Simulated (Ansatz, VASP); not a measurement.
## GaN: VASP beside Ansatz

INCAR

```
SYSTEM = GaN
  PREC = Accurate
  ENCUT = 600
  EDIFF = 1E-7
  ISMEAR = 0
  SIGMA = 0.02
  LREAL = .FALSE.
  LASPH = .TRUE.
  NELM = 100
  ALGO = Normal
  ISIF = 3
  LWAVE = .FALSE.
  LCHARG = .FALSE.
  GGA = PE
  IBRION = 2
  NSW = 100
  EDIFFG = -0.01
```

The input KPOINTS:

```
Automatic mesh
0
G
  10 10 10
  0 0 0
```

Contents of POSCAR:

```
GaN
1.0
    0.0000000000      2.2731621029      2.2731621029
    2.2731621029      0.0000000000      2.2731621029
    2.2731621029      2.2731621029      0.0000000000
Ga N
1 1
Direct
    0.0000000000      0.0000000000      0.0000000000
    0.7500000000      0.7500000000      0.7500000000
```

Input for Ansatz:

```yaml
crystal:
  lattice:
    - [0.0, 2.2731621029, 2.2731621029]
    - [2.2731621029, 0.0, 2.2731621029]
    - [2.2731621029, 2.2731621029, 0.0]
  atoms:
    - { symbol: Ga, position: [0.0, 0.0, 0.0] }
    - { symbol: "N", position: [0.75, 0.75, 0.75] }
basis:
  ecutwfc: 420
kpoints:
  mp_grid: { grid: [10, 10, 10] }
hamiltonian:
  xc: pbe
scf:
  occupations: { method: gaussian, width: 0.02 }
output:
  forces: true
  stress: true
  eigenvalues: true
  write_density: true
  write_potential: true
  elf: true
  volumetric_format: npy
relax:
  adjacent_minimum: "off"
  f_tol: 0.01
  max_steps: 80
  cell: { stress_tol: 0.05 }
```

Alike in both runs: task relaxation of cell and atoms; functional PBE; k mesh 10 × 10 × 10; occupations gaussian, width 0.02 eV; no spin polarisation.

|  | VASP | Ansatz |
| --- | --- | --- |
| version | VASP 6.6.1 | Ansatz 0.2.0 |
| potentials or method | VASP PAW PBE potentials, release 64 (Ga_d, N), cutoff 600 eV | scalar-relativistic, plane waves, PAW |
| valence electrons in the cell | 18 | 18 |

```tsv
	VASP	Ansatz	Ansatz less VASP
gap on the k mesh at the Fermi level, each at its own relaxed structure (eV)	1.55	1.54	-0.008
relaxed volume (Å³/atom)	11.76	11.76	+0.004
relaxed cell length with the largest relative difference (Å)	3.216	3.216	+0.0003
```
